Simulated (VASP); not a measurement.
# HgSb2 (I4/mmm) in VASP: single point with PBE

Aim: the single point of HgSb2 with PBE.

All numbers are computed with VASP 6.6.1; they aren't measurements. Logs are shortened: lines on timing, memory, paths and dates and some standing lists are left out, and cuts for length are marked.

## 1. The cell of the first run

The structure is tetragonal, space group I4/mmm (No. 139). The conventional cell has a = 4.429 Å, b = 4.429 Å, c = 11.274 Å, α = 90.00°, β = 90.00°, γ = 90.00°. Hg (site symmetry 4/mmm) has 2 Sb at 2.76 Å within 3.6 Å. Sb (site symmetry 4mm) has 1 Hg at 2.76 Å and 4 Sb at 3.13 Å within 3.6 Å.

## 2. Single point, PBE

The input, INCAR:

```
PREC = Accurate ; ENCUT = 520
EDIFF = 1E-7 ; ISMEAR = 0
SIGMA = 0.1 ; LREAL = False
LASPH = True ; NELM = 60
ALGO = Normal ; ISIF = 2
LWAVE = False ; LCHARG = False
GGA = PE ; NBANDS = 18
```

The input, KPOINTS:

```
regular mesh
0
Gamma
  14 14 14
```

The input, POSCAR:

```
HgSb2
1.0
   -2.2145487802      2.2145487802      5.6367946440
    2.2145487802     -2.2145487802      5.6367946440
    2.2145487802      2.2145487802     -5.6367946440
Hg Sb
1 2
Direct
    0.0000000000      0.0000000000      0.0000000000
    0.7551009705      0.7551009705      0.0000000000
    0.2448990295      0.2448990295      0.0000000000
```

Potentials or basis: VASP PAW PBE potentials, release 64 (Hg, Sb).

Started as:

```sh
> cat potpaw_PBE.64/Hg/POTCAR potpaw_PBE.64/Sb/POTCAR > POTCAR
> mpirun -np 1 vasp_std > vasp.out
```

OUTCAR:

```text
PREC = Accurate
   ENCUT = 520
   EDIFF = 1E-7
   ISMEAR = 0
   LREAL = False
   LASPH = True
   NELM = 60
   ISIF = 2
   GGA = PE

 ion  position               nearest neighbor table
   1  0.000  0.000  0.000-   2 2.76   3 2.76
   2  0.755  0.755  0.000-   1 2.76   3 3.13   3 3.13   3 3.13   3 3.13
   3  0.245  0.245  0.000-   1 2.76   2 3.13   2 3.13   2 3.13   2 3.13

  LATTYP: Found a body centered tetragonal cell.
 ALAT       =     4.4290975604
 C/A-ratio  =     2.5453467968

  Lattice vectors:

 A1 = (  -2.2145487802,   2.2145487802,   5.6367946440)
 A2 = (   2.2145487802,  -2.2145487802,   5.6367946440)
 A3 = (   2.2145487802,   2.2145487802,  -5.6367946440)

Analysis of symmetry for initial positions (statically):
=====================================================================
 Subroutine PRICEL returns:
 Original cell was already a primitive cell.

 Routine SETGRP: Setting up the symmetry group for a
 body centered tetragonal supercell.

 Subroutine GETGRP returns: Found 16 space group operations
 (whereof 16 operations were pure point group operations)
 out of a pool of 16 trial point group operations.

The static configuration has the point symmetry D_4h.

Analysis of symmetry for dynamics (positions and initial velocities):
=====================================================================
 Subroutine PRICEL returns:
 Original cell was already a primitive cell.

 Routine SETGRP: Setting up the symmetry group for a
 body centered tetragonal supercell.

 Subroutine GETGRP returns: Found 16 space group operations
 (whereof 16 operations were pure point group operations)
 out of a pool of 16 trial point group operations.

The dynamic configuration has the point symmetry D_4h.

 Subroutine INISYM returns: Found 16 space group operations
 (whereof 16 operations are pure point group operations),
 and found     1 'primitive' translations

----------------------------------------------------------------------------------------

                                     Primitive cell

  volume of cell :     110.5765

  direct lattice vectors                    reciprocal lattice vectors
    -2.214548780  2.214548780  5.636794644     0.000000000  0.225779628  0.088702894
     2.214548780 -2.214548780  5.636794644     0.225779628  0.000000000  0.088702894
     2.214548780  2.214548780 -5.636794644     0.225779628  0.225779628  0.000000000

  length of vectors
     6.448403404  6.448403404  6.448403404     0.242579150  0.242579150  0.319300612

  position of ions in fractional coordinates (direct lattice)
     0.000000000  0.000000000  0.000000000
     0.755100971  0.755100971  0.000000000
     0.244899029  0.244899029  0.000000000

  ion indices of the primitive-cell ions
   primitive index   ion index
                 1           1
                 2           2
                 3           3

----------------------------------------------------------------------------------------

 KPOINTS: regular mesh

Automatic generation of k-mesh.
 Grid dimensions read from file:
 generate k-points for:   14   14   14

 Generating k-lattice:

  Cartesian coordinates                     Fractional coordinates (reciprocal lattice)
     0.000000000  0.016127116  0.006335921     0.071428571  0.000000000  0.000000000
     0.016127116  0.000000000  0.006335921     0.000000000  0.071428571  0.000000000
     0.016127116  0.016127116  0.000000000     0.000000000  0.000000000  0.071428571

  Length of vectors
     0.017327082  0.017327082  0.022807187

  Shift w.r.t. Gamma in fractional coordinates (k-lattice)
     0.000000000  0.000000000  0.000000000

 Subroutine IBZKPT returns following result:
 ===========================================

 Found    244 irreducible k-points:

 Following reciprocal coordinates:
            Coordinates               Weight
  0.000000  0.000000  0.000000      1.000000
  0.071429  0.000000  0.000000      8.000000
  0.142857  0.000000  0.000000      8.000000
  0.214286  0.000000 -0.000000      8.000000
  0.285714  0.000000  0.000000      8.000000
  0.357143  0.000000 -0.000000      8.000000
[... 16 lines left out ...]
  0.214286  0.142857  0.000000     16.000000
  0.285714  0.142857 -0.000000     16.000000
 [... further k-points ...]
   k-points           NKPTS =    244   k-points in BZ     NKDIM =    244   number of bands    NBANDS=     18
   number of dos      NEDOS =    301   number of ions     NIONS =      3
   total plane-waves  NPLWV = 110592
   dimension x,y,z NGX =    48 NGY =   48 NGZ =   48
   dimension x,y,z NGXF=    96 NGYF=   96 NGZF=   96
   ions per type =               1   2
   NGX,Y,Z   is equivalent  to a cutoff of  12.37, 12.37, 12.37 a.u.
   NGXF,Y,Z  is equivalent  to a cutoff of  24.75, 24.75, 24.75 a.u.
 SYSTEM =  unknown system
   PREC   = accura    normal or accurate (medium, high low for compatibility)
   ISTART =      0    job   : 0-new  1-cont  2-samecut
   ICHARG =      2    charge: 1-file 2-atom 10-const
   ISPIN  =      1    spin polarized calculation?
   LNONCOLLINEAR =      F non collinear calculations
   LSORBIT =      F    spin-orbit coupling
   LASPH  =      T    aspherical Exc in radial PAW
   ENCUT  =  520.0 eV  38.22 Ry    6.18 a.u.  11.99 11.99 11.99*2*pi/ulx,y,z
   NELM   =     60;   NELMIN=  2; NELMDL= -5     # of ELM steps
   EDIFF  = 0.1E-06   stopping-criterion for ELM
   LREAL  =      F    real-space projection
   EDIFFG = 0.1E-05   stopping-criterion for IOM
   NSW    =      0    number of steps for IOM
   IBRION =     -1    ionic relax: 0-MD 1-quasi-New 2-CG
   NFREE  =      0    steps in history (QN), initial steepest desc. (CG)
   ISIF   =      2    stress and relaxation
   ISYM   =      2    0-nonsym 1-usesym 2-fastsym
   POTIM  = 0.5000    time-step for ionic-motion
   TEBEG  =    0.0;   TEEND  =   0.0 temperature during run
   PSTRESS=    0.0 pullay stress
   NELECT =      22.0000    total number of electrons
   NUPDOWN=      -1.0000    fix difference up-down
   EMIN   =  10.00;   EMAX   =-10.00  energy-range for DOS
   EFERMI =   0.00;   METHOD = LEGACY
   ISMEAR =     0;   SIGMA  =   0.10  broadening in eV -4-tet -1-fermi 0-gaus
   EFERMI_NEDOS =   21; number of points for ismear=-14 and -15
   IALGO  =     38    algorithm
   IMIX   =      4    mixing-type and parameters
     AMIX     =   0.40;   BMIX     =  1.00
     AMIX_MAG =   1.60;   BMIX_MAG =  1.00
  volume/ion in A,a.u.               =      36.86       248.74
  Fermi-wavevector in a.u.,A,eV,Ry     =   0.955714  1.806038 12.427427  0.913390
  Thomas-Fermi vector in A             =   2.084577
   LORBIT       =      0    0 simple, 1 ext, 2 COOP (PROOUT), +10 PAW based schemes
   GGA     = PE    functional components
   LHFCALC =     F    Hartree Fock is set to
   AEXX    =    0.0000 exact exchange contribution
   IVDW    =     0    specifies the selected vdW correction
   LEPSILON=     F    determine dielectric tensor
   LRPA    =     F    only Hartree local field effects (RPA)
 non-spin polarized calculation
 Gauss-broadening in eV      SIGMA  =   0.10
  energy-cutoff  :      520.00
  volume of cell :      110.58
 maximum number of plane-waves:      3001
   NGX = 23   NGY = 23   NGZ = 23

 number of electron      22.0000000 magnetization

 Free energy of the ion-electron system (eV)
  ---------------------------------------------------
  ext. energy  EPLUGINS =         0.00000000
  ---------------------------------------------------
  free energy    TOTEN  =        -8.15585409 eV

  energy without entropy =       -8.15181103  energy(sigma->0) =       -8.15383256

 E-fermi :   3.6964     XC(G=0):  -8.4156

 val. band max:        3.6930077726   @ k =  -0.1429   0.2857   0.1429
 cond. band min:       3.7159159790   @ k =  -0.2143   0.2143   0.2143
 fundamental gap:      0.0229082065
 Fermi energy:         3.6963850435

 k-point     1 :       0.0000    0.0000    0.0000
  band No.  band energies     occupation
      1      -7.8550      2.00000
      2      -3.7258      2.00000
      3      -3.5912      2.00000
      4      -3.5912      2.00000
      5      -3.4576      2.00000
      6      -3.3321      2.00000
[... 10 lines left out ...]
     17       8.1768      0.00000
     18      10.6338      0.00000

 k-point     2 :       0.0714    0.0000    0.0000
  band No.  band energies     occupation
      1      -7.8182      2.00000
      2      -3.7470      2.00000
      3      -3.6035      2.00000
      4      -3.5894      2.00000
      5      -3.4537      2.00000
      6      -3.3340      2.00000
[... 10 lines left out ...]
     17       8.0425      0.00000
     18      10.8618      0.00000

 k-point     3 :       0.1429    0.0000    0.0000
  band No.  band energies     occupation
      1      -7.7082      2.00000
      2      -3.8481      2.00000
      3      -3.6359      2.00000
      4      -3.5844      2.00000
      5      -3.4429      2.00000
      6      -3.3393      2.00000
[... 10 lines left out ...]
     17       7.8660      0.00000
     18      11.2382      0.00000

 k-point     4 :       0.2143    0.0000   -0.0000
  band No.  band energies     occupation
      1      -7.5266      2.00000
      2      -4.1253      2.00000
      3      -3.6709      2.00000
      4      -3.5772      2.00000
      5      -3.4295      2.00000
      6      -3.3469      2.00000
[... 375 lines left out ...]
      4      -3.5995      2.00000
      5      -3.4276      2.00000
      6      -3.3467      2.00000
[... 10 lines left out ...]
     17       8.3663      0.00000
     18      10.9630      0.00000

 k-point    23 :       0.2143    0.1429    0.0000
  band No.  band energies     occupation
      1      -7.3468      2.00000
      2      -4.4404      2.00000
      3      -3.6400      2.00000
      4      -3.5928      2.00000
      5      -3.4123      2.00000
      6      -3.3548      2.00000
[... 10 lines left out ...]
     17       8.5947      0.00000
     18      10.8710      0.00000

 k-point    24 :       0.2857    0.1429   -0.0000
  band No.  band energies     occupation
      1      -7.0904      2.00000
      2      -4.7961      2.00000
      3      -3.6682      2.00000
      4      -3.5817      2.00000
      5      -3.3989      2.00000
      6      -3.3639      2.00000
[... 10 lines left out ...]
     17       9.3966      0.00000
     18      10.6185      0.00000

 [... further k-points ...]

------------------------ aborting loop because EDIFF is reached ----------------------------------------

  FORCE on cell =-STRESS in cart. coord.  units (eV):
  Direction    XX          YY          ZZ          XY          YZ          ZX
  --------------------------------------------------------------------------------------
  -------------------------------------------------------------------------------------
  Total       -0.0253535     -0.0253535      0.1111738      0.0000000      0.0000000      0.0000000
  in kB       -0.3673554     -0.3673554      1.6108323      0.0000000      0.0000000      0.0000000
  external PRESSURE =       0.2920405 kB  Pullay stress =       0.0000000 kB

 VOLUME and BASIS-vectors are now :
 -----------------------------------------------------------------------------
  energy-cutoff  :      520.00
  volume of cell :      110.58
      direct lattice vectors                 reciprocal lattice vectors
    -2.214548780  2.214548780  5.636794644     0.000000000  0.225779628  0.088702894
     2.214548780 -2.214548780  5.636794644     0.225779628  0.000000000  0.088702894
     2.214548780  2.214548780 -5.636794644     0.225779628  0.225779628  0.000000000

 POSITION                                       TOTAL-FORCE (eV/Angst)
 -----------------------------------------------------------------------------------
      0.00000      0.00000      0.00000         0.000000      0.000000      0.000000
      0.00000      0.00000      8.51270        -0.000000     -0.000000     -0.020900
      0.00000      0.00000      2.76089        -0.000000     -0.000000      0.020900
 -----------------------------------------------------------------------------------
    total drift:                                0.000000      0.000000      0.000000

  FREE ENERGIE OF THE ION-ELECTRON SYSTEM (eV)
  ---------------------------------------------------
  free  energy   TOTEN  =        -8.1558540861 eV

  energy  without entropy=       -8.1518110256  energy(sigma->0) =       -8.15383256
```

Run time: 6.8 min. Hardware: 1 thread of Intel Xeon Platinum 8488C (Sapphire Rapids), shared host; peak memory 0.68 GiB.

Results:

- Free energy: -8.1559 eV
- Pressure: 0.0 GPa
- Largest force: 0.021 eV/Å
- Band gap on the k mesh: zero (bands 11 and 12 overlap by 0.50 eV)

Forces in eV/Å, atoms in the order of the input:
```
Hg   0.000  0.000  0.000
Sb   0.000  0.000 -0.021
Sb   0.000  0.000  0.021
```

Levels at points of the mesh, in eV from the Fermi level:
```csv
k point,band 8,band 9,band 10,band 11,band 12,band 13,band 14,band 15
"(0.00, 0.00, 0.00)",-4.10,-3.25,-2.43,-2.43,1.93,3.08,3.08,3.24
"(0.50, 0.00, 0.00)",-4.32,-2.34,-0.59,-0.34,0.11,0.26,1.77,1.83
"(0.50, 0.50, 0.00)",-4.69,-4.28,-3.77,-1.37,0.76,1.88,2.49,4.48
"(0.50, 0.50, 0.50)",-4.99,-2.73,-2.73,0.33,1.71,3.15,4.10,4.10
```

Caveat: spin-orbit coupling is left out, which moves the levels of the heavy elements.
